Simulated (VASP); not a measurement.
Set up this calculation in VASP 6.6.1, as the native input.

| Item | Value |
| --- | --- |
| Task | single point |
| Functional | PBE |
| Potentials or basis | VASP PAW PBE potentials, release 64 (I) |
| Cutoff | 520 eV |
| k mesh | 12 × 12 × 12 |
| Occupations | fermi-dirac, width 0.05 eV |
| Spin | no spin polarisation |
| Dipole correction | no |
| Further INCAR settings | ALGO = Normal; EDIFF = 1e-06; NBANDS = 10 |

The structure of I lies in POSCAR:

```
I
1.0
    3.0024571984      0.0000000000      0.0000000000
    0.0000000000      3.0024571984      0.0000000000
    0.0000000000      0.0000000000      3.0024571984
I
1
Direct
    0.0000000000      0.0000000000      0.0000000000
```

The input as run:

INCAR

```
PREC     = Accurate       # precision mode
ENCUT    = 520            # plane-wave cutoff, eV
EDIFF    = 1E-6           # SCF threshold, eV
ISMEAR   = -1             # smearing method
SIGMA    = 0.05           # smearing width, eV
LREAL    = False          # projectors in reciprocal space
LASPH    = True           # aspherical terms in the spheres
NELM     = 100            # most SCF steps
ALGO     = Normal         # electronic algorithm
ISIF     = 2              # what is computed and relaxed
LWAVE    = False          # write WAVECAR
LCHARG   = False          # write CHGCAR
GGA      = PE             # functional
NBANDS   = 10             # bands
```

KPOINTS

```
Automatic mesh
0
Gamma
  12 12 12
```

Potentials or basis: VASP PAW PBE potentials, release 64 (I).

Run with:

```console
$ cat potpaw_PBE.64/I/POTCAR > POTCAR
$ mpirun -np 1 vasp_std > vasp.out
```

Results of the run:

The pressure is 30.0 GPa and the band gap on the k mesh is zero (an odd number of electrons rules out a gap without spin polarisation).

Caveat: the cell stands under pressure; spin-orbit coupling is left out, which moves the levels of the heavy elements; an odd number of electrons without spin polarisation forces a metal; a magnetic or distorted state may lie lower.

It took 16 s on 1 thread of Intel Xeon 8259CL (shared host), peak memory 0.15 GiB.
